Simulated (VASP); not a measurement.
Wanted: the native input for a VASP 6.6.1 run.

```
Task                   : single point
Functional             : PBE
Potentials or basis    : VASP PAW PBE potentials, release 64 (Cd, I)
Cutoff                 : 500 eV
k mesh                 : 6 × 6 × 2
Occupations            : gaussian, width 0.01 eV
Spin                   : no spin polarisation
Dipole correction      : no
Further INCAR settings : ALGO = Normal; EDIFF = 1e-06; NBANDS = 20
```

The structure of CdI2 lies in POSCAR:

```
CdI2
1.0
    4.2487073931      0.0000000000      0.0000000000
   -2.1243536965      3.6794885357      0.0000000000
    0.0000000000      0.0000000000      6.8836385196
Cd I
1 2
Direct
    0.0000000000      0.0000000000      0.0000000000
    0.3333333333      0.6666666667      0.2495631425
    0.6666666667      0.3333333333      0.7504368575
```

These files were run (other wordings do the same):

INCAR

```
SYSTEM = CdI2
PREC = Accurate
ENCUT = 500
EDIFF = 1E-6
ISMEAR = 0
SIGMA = 0.01
LREAL = .FALSE.
LASPH = .TRUE.
NELM = 120
ALGO = Normal
ISIF = 2
LWAVE = .FALSE.
LCHARG = .FALSE.
GGA = PE
NBANDS = 20
GGA_COMPAT = .FALSE.
```

KPOINTS

```
Automatic mesh
0
G
  6 6 2
  0 0 0
```

Potentials or basis: VASP PAW PBE potentials, release 64 (Cd, I).

Launch:

```console
$ cat potpaw_PBE.64/Cd/POTCAR potpaw_PBE.64/I/POTCAR > POTCAR
$ mpirun -np 1 vasp_std > vasp.out
```

Results of the run:

```json
{"Pressure": "1.7 GPa", "Largest force": "0.092 eV/Å", "Band gap on the k mesh": "2.37 eV (least direct gap 2.60 eV)"}
```

Caveat: the k points lie up to 0.46 Å⁻¹ apart; spin-orbit coupling is left out, which moves the levels of the heavy elements; this functional lacks dispersion, which binds layers or chains, so the pressure and a relaxed spacing across them are unreliable.

Wall time 13 s on 1 thread of AMD EPYC 9R45 (Zen 5) (shared host), peak memory 0.19 GiB.
